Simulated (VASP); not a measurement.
Here is a VASP 6.6.1 calculation.

Contents of INCAR:

```
SYSTEM = SrO
PREC = Accurate ; ENCUT = 520
EDIFF = 1E-8 ; ISMEAR = -1
SIGMA = 0.03 ; LREAL = .FALSE.
LASPH = .TRUE. ; NELM = 60
ALGO = Normal ; ISIF = 2
LWAVE = .FALSE. ; LCHARG = .FALSE.
GGA = PS ; LEFG = .TRUE.
NBANDS = 15
```

File KPOINTS:

```
Automatic mesh
0
G
  8 8 8
  0 0 0
```

File POSCAR:

```
SrO
1.0
    0.0000000000      2.6036170359      2.6036170359
    2.6036170359      0.0000000000      2.6036170359
    2.6036170359      2.6036170359      0.0000000000
Sr O
1 1
Direct
    0.0000000000      0.0000000000      0.0000000000
    0.5000000000      0.5000000000      0.5000000000
```

Potentials or basis: VASP PAW PBE potentials, release 64 (Sr_sv, O).

Launch:

```sh
$ cat potpaw_PBE.64/Sr_sv/POTCAR potpaw_PBE.64/O/POTCAR > POTCAR
$ mpirun -np 1 vasp_std > vasp.out
```

Predict the band gap on the k mesh.

3.18 eV, indirect (least direct gap 3.29 eV).

Estimate the pressure.

-3.6 GPa.

Caveat: without QUAD_EFG the Cq values of the log hold for a quadrupole moment of 1 mb, not for the nuclei; the PAW data sets were made with another functional, which shifts forces and pressure a little. A k mesh can miss the band edges.
